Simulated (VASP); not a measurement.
# Os (Im-3m) in VASP: relaxation of cell and atoms with PBE

Aim: the relaxation of cell and atoms of Os with PBE.

All numbers are computed with VASP 6.6.1; they aren't measurements. Logs are shortened: lines on timing, memory, paths and dates and some standing lists are left out, and cuts for length are marked.

## (1) The cell of the first run

The structure is cubic, space group Im-3m (No. 229). The conventional cell has a = 3.095 Å, b = 3.095 Å, c = 3.095 Å, α = 90.00°, β = 90.00°, γ = 90.00°. Os (site symmetry m-3m) has 14 Os at 2.68 to 3.09 Å within 3.5 Å.

This isn't the form of Os at room conditions, which is hcp.

## (2) Relaxation of cell and atoms, PBE, non-collinear spin, zero start, spin-orbit coupling

File INCAR:

```
SYSTEM = Os
ALGO = Normal
EDIFF = 1E-6
EDIFFG = -0.005
ENCUT = 600
GGA = PE
GGA_COMPAT = .False.
IBRION = 2
ISIF = 3
ISMEAR = -1
LASPH = .True.
LCHARG = .False.
LMAXMIX = 4
LORBIT = 11
LORBMOM = .True.
LREAL = .False.
LSORBIT = .True.
LWAVE = .False.
MAGMOM = 0 0 0
NELM = 150
NSW = 45
PREC = Accurate
SIGMA = 0.05
```

File KPOINTS:

```
k-points
0
Gamma
  19 19 19
  0 0 0
```

File POSCAR:

```
Os
1.0
   -1.5474325327      1.5474325327      1.5474325327
    1.5474325327     -1.5474325327      1.5474325327
    1.5474325327      1.5474325327     -1.5474325327
Os
1
Direct
    0.0000000000      0.0000000000      0.0000000000
```

Potentials or basis: VASP PAW PBE potentials, release 64 (Os).

The run is started by

```sh
$ cat potpaw_PBE.64/Os/POTCAR > POTCAR
$ mpirun -np 1 vasp_ncl > vasp.out
```

OUTCAR:

```text
SYSTEM = Os
   EDIFF = 1E-6
   EDIFFG = -0.005
   ENCUT = 600
   GGA = PE
   IBRION = 2
   ISIF = 3
   ISMEAR = -1
   LASPH = .True.
   LORBIT = 11
   LREAL = .False.
   LSORBIT = .True.
   NELM = 150
   NSW = 45
   PREC = Accurate

 ion  position               nearest neighbor table
   1  0.000  0.000  0.000-

  LATTYP: Found a body centered cubic cell.
 ALAT       =     3.0948650654

  Lattice vectors:

 A1 = (  -1.5474325327,   1.5474325327,   1.5474325327)
 A2 = (   1.5474325327,  -1.5474325327,   1.5474325327)
 A3 = (   1.5474325327,   1.5474325327,  -1.5474325327)

Analysis of symmetry for initial positions (statically):
=====================================================================
 Subroutine PRICEL returns:
 Original cell was already a primitive cell.

 Routine SETGRP: Setting up the symmetry group for a
 body centered cubic supercell.

 Subroutine GETGRP returns: Found 48 space group operations
 (whereof 48 operations were pure point group operations)
 out of a pool of 48 trial point group operations.

The static configuration has the point symmetry O_h .

Analysis of symmetry for dynamics (positions and initial velocities):
=====================================================================
 Subroutine PRICEL returns:
 Original cell was already a primitive cell.

 Routine SETGRP: Setting up the symmetry group for a
 body centered cubic supercell.

 Subroutine GETGRP returns: Found 48 space group operations
 (whereof 48 operations were pure point group operations)
 out of a pool of 48 trial point group operations.

The dynamic configuration has the point symmetry O_h .

Analysis of structural, dynamic, and magnetic symmetry:
=====================================================================
 Subroutine PRICEL returns:
 Original cell was already a primitive cell.

 Routine SETGRP: Setting up the symmetry group for a
 body centered cubic supercell.

 Subroutine GETGRP returns: Found 48 space group operations
 (whereof 48 operations were pure point group operations)
 out of a pool of 48 trial point group operations.

The overall configuration has the point symmetry O_h .

 Subroutine INISYM returns: Found 48 space group operations
 (whereof 48 operations are pure point group operations),
 and found     1 'primitive' translations

----------------------------------------------------------------------------------------

                                     Primitive cell

  volume of cell :      14.8216

  direct lattice vectors                    reciprocal lattice vectors
    -1.547432533  1.547432533  1.547432533     0.000000000  0.323115864  0.323115864
     1.547432533 -1.547432533  1.547432533     0.323115864  0.000000000  0.323115864
     1.547432533  1.547432533 -1.547432533     0.323115864  0.323115864  0.000000000

  length of vectors
     2.680231768  2.680231768  2.680231768     0.456954837  0.456954837  0.456954837

  position of ions in fractional coordinates (direct lattice)
     0.000000000  0.000000000  0.000000000

  ion indices of the primitive-cell ions
   primitive index   ion index
                 1           1

----------------------------------------------------------------------------------------

 KPOINTS: k-points

Automatic generation of k-mesh.
 Grid dimensions read from file:
 generate k-points for:   19   19   19

 Generating k-lattice:

  Cartesian coordinates                     Fractional coordinates (reciprocal lattice)
     0.000000000  0.017006098  0.017006098     0.052631579  0.000000000  0.000000000
     0.017006098  0.000000000  0.017006098     0.000000000  0.052631579  0.000000000
[... 66 lines left out ...]
   POTIM  = 0.5000    time-step for ionic-motion
   TEBEG  =    0.0;   TEEND  =   0.0 temperature during run
   PSTRESS=    0.0 pullay stress
   NELECT =       8.0000    total number of electrons
   NUPDOWN=      -1.0000    fix difference up-down
   EMIN   =  10.00;   EMAX   =-10.00  energy-range for DOS
   EFERMI =   0.00;   METHOD = LEGACY
   ISMEAR =    -1;   SIGMA  =   0.05  broadening in eV -4-tet -1-fermi 0-gaus
   EFERMI_NEDOS =   21; number of points for ismear=-14 and -15
   IALGO  =     38    algorithm
   IMIX   =      4    mixing-type and parameters
     AMIX     =   0.40;   BMIX     =  1.00
     AMIX_MAG =   1.60;   BMIX_MAG =  1.00
  volume/ion in A,a.u.               =      14.82       100.02
  Fermi-wavevector in a.u.,A,eV,Ry     =   1.332927  2.518867 24.173403  1.776695
  Thomas-Fermi vector in A             =   2.461825
   LORBIT       =     11    0 simple, 1 ext, 2 COOP (PROOUT), +10 PAW based schemes
   GGA     = PE    functional components
   LHFCALC =     F    Hartree Fock is set to
   AEXX    =    0.0000 exact exchange contribution
   IVDW    =     0    specifies the selected vdW correction
   LEPSILON=     F    determine dielectric tensor
   LRPA    =     F    only Hartree local field effects (RPA)
 conjugate gradient relaxation of ions
  energy-cutoff  :      600.00
  volume of cell :       14.82
 maximum number of plane-waves:      1062
 NGX is ok and might be reduce to    24
   NGX = 11   NGY = 11   NGZ = 11

--------------------------------------- Ionic step        1  -------------------------------------------

 number of electron       8.0000001 magnetization      -0.0000000      0.0000000     -0.0000000

 number of electron       8.0000001 magnetization      -0.0000000     -0.0000000     -0.0000000

 number of electron       8.0000001 magnetization       0.0000000      0.0000000      0.0000000

 Free energy of the ion-electron system (eV)
  ---------------------------------------------------
  ext. energy  EPLUGINS =         0.00000000
  ---------------------------------------------------
  free energy    TOTEN  =       -10.73790791 eV

  energy without entropy =      -10.72630668  energy(sigma->0) =      -10.73210729

------------------------ aborting loop because EDIFF is reached ----------------------------------------

  FORCE on cell =-STRESS in cart. coord.  units (eV):
  Direction    XX          YY          ZZ          XY          YZ          ZX
  --------------------------------------------------------------------------------------
  -------------------------------------------------------------------------------------
  Total        0.0233947      0.0233947      0.0233947      0.0000000      0.0000000      0.0000000
  in kB        2.5289033      2.5289033      2.5289033      0.0000000      0.0000000      0.0000000
  external PRESSURE =       2.5289033 kB  Pullay stress =       0.0000000 kB
[... 61 lines left out ...]
 number of electron       8.0000001 magnetization       0.0000000      0.0000000     -0.0000000

 number of electron       8.0000001 magnetization      -0.0000000      0.0000000     -0.0000000

 Free energy of the ion-electron system (eV)
  ---------------------------------------------------
  ext. energy  EPLUGINS =         0.00000000
  ---------------------------------------------------
  free energy    TOTEN  =       -10.73791179 eV

  energy without entropy =      -10.72630380  energy(sigma->0) =      -10.73210780

 E-fermi :   8.8772     XC(G=0): -13.7062

 val. band max:        8.8697920428   @ k =   0.2105   0.1053   0.0000
 cond. band min:       8.8824788800   @ k =   0.3158   0.2105   0.0526
 fundamental gap:      0.0126868372
 Fermi energy:         8.8772091454

 k-point     1 :       0.0000    0.0000    0.0000
  band No.  band energies     occupation
      1      -1.8036      1.00000
      2      -1.8036      1.00000
      3       5.3652      1.00000
      4       5.3652      1.00000
      5       5.3652      1.00000
      6       5.3652      1.00000
[... 433 lines left out ...]
      3       3.9571      1.00000
      4       3.9571      1.00000
      5       5.8836      1.00000
      6       5.8836      1.00000
[... 8 lines left out ...]
     15      22.8482      0.00000
     16      22.8482      0.00000

 [... further k-points ...]

------------------------ aborting loop because EDIFF is reached ----------------------------------------

  FORCE on cell =-STRESS in cart. coord.  units (eV):
  Direction    XX          YY          ZZ          XY          YZ          ZX
  --------------------------------------------------------------------------------------
  -------------------------------------------------------------------------------------
  Total        0.0013208      0.0013208      0.0013208      0.0000000      0.0000000     -0.0000000
  in kB        0.1426867      0.1426867      0.1426867      0.0000000      0.0000000     -0.0000000
  external PRESSURE =       0.1426867 kB  Pullay stress =       0.0000000 kB
[... 16 lines left out ...]
  FREE ENERGIE OF THE ION-ELECTRON SYSTEM (eV)
  ---------------------------------------------------
  free  energy   TOTEN  =       -10.7379117948 eV

  energy  without entropy=      -10.7263038031  energy(sigma->0) =      -10.73210780

 reached required accuracy - stopping structural energy minimisation

 orbital moment (x)

 # of ion     p       d       tot
 ----------------------------------------
  1         0.000   0.000   0.000
 ----------------------------------------
            0.000   0.000   0.000

 orbital moment (y)

 # of ion     p       d       tot
 ----------------------------------------
  1        -0.000  -0.000  -0.000
 ----------------------------------------
           -0.000  -0.000  -0.000

 orbital moment (z)

 # of ion     p       d       tot
 ----------------------------------------
  1         0.000   0.000   0.000
 ----------------------------------------
            0.000   0.000   0.000

 Spin-Orbit-Coupling matrix elements

 Ion:    1  E_soc:     -0.7405073
 l=   1
     0.0000000    -0.0399702    -0.0399702
    -0.0399702     0.0000000    -0.0399702
    -0.0399702    -0.0399702     0.0000000
 l=   2
     0.0000000    -0.0103177     0.0000000    -0.0103177    -0.0731300
    -0.0103177     0.0000000    -0.0548475    -0.0103177    -0.0182825
     0.0000000    -0.0548475     0.0000000    -0.0548475     0.0000000
    -0.0103177    -0.0103177    -0.0548475     0.0000000    -0.0182825
    -0.0731300    -0.0182825     0.0000000    -0.0182825     0.0000000
 l=   3
     0.0000000     0.0000000     0.0000000     0.0000000     0.0000000     0.0000000     0.0000000
     0.0000000     0.0000000     0.0000000     0.0000000     0.0000000     0.0000000     0.0000000
     0.0000000     0.0000000     0.0000000     0.0000000     0.0000000     0.0000000     0.0000000
     0.0000000     0.0000000     0.0000000     0.0000000     0.0000000     0.0000000     0.0000000
     0.0000000     0.0000000     0.0000000     0.0000000     0.0000000     0.0000000     0.0000000
     0.0000000     0.0000000     0.0000000     0.0000000     0.0000000     0.0000000     0.0000000
     0.0000000     0.0000000     0.0000000     0.0000000     0.0000000     0.0000000     0.0000000

 total charge

# of ion       s       p       d       tot
------------------------------------------
    1        0.628   0.689   5.947   7.264

 magnetization (x)

# of ion       s       p       d       tot
------------------------------------------
    1       -0.000   0.000   0.000  -0.000

 magnetization (y)

# of ion       s       p       d       tot
------------------------------------------
    1       -0.000   0.000   0.000   0.000

 magnetization (z)

# of ion       s       p       d       tot
------------------------------------------
    1        0.000   0.000  -0.000  -0.000
```

It took 5.6 min on 1 thread of Intel Xeon 8259CL, shared host; peak memory 0.27 GiB.

What came out:

```yaml
Free_energy: -10.7379 eV
Relaxed_volume: 14.83 Å³/atom
Relaxed_cell: a = 2.681 Å, b = 2.681 Å, c = 2.681 Å, α = 109.47°, β = 109.47°, γ = 109.47°
Space_group_after_relaxing_to_0.1_Å: Im-3m (No. 229)
Energy_gained_by_relaxing: 0.0 meV/atom
Ionic_steps: 3
Pressure_after_relaxing: 0.0 GPa
Net_moment: 0.00 μB per cell
Valence_electrons_inside_the_program's_atomic_spheres: Os 7.26
```

Final structure:
```
CELL_PARAMETERS angstrom
-1.54775 1.54775 1.54775
1.54775 -1.54775 1.54775
1.54775 1.54775 -1.54775
ATOMIC_POSITIONS crystal
Os 0.00000 0.00000 0.00000
```

Moments on the atoms (μB; x, y, z):
```
Os  0.00 0.00 0.00
```
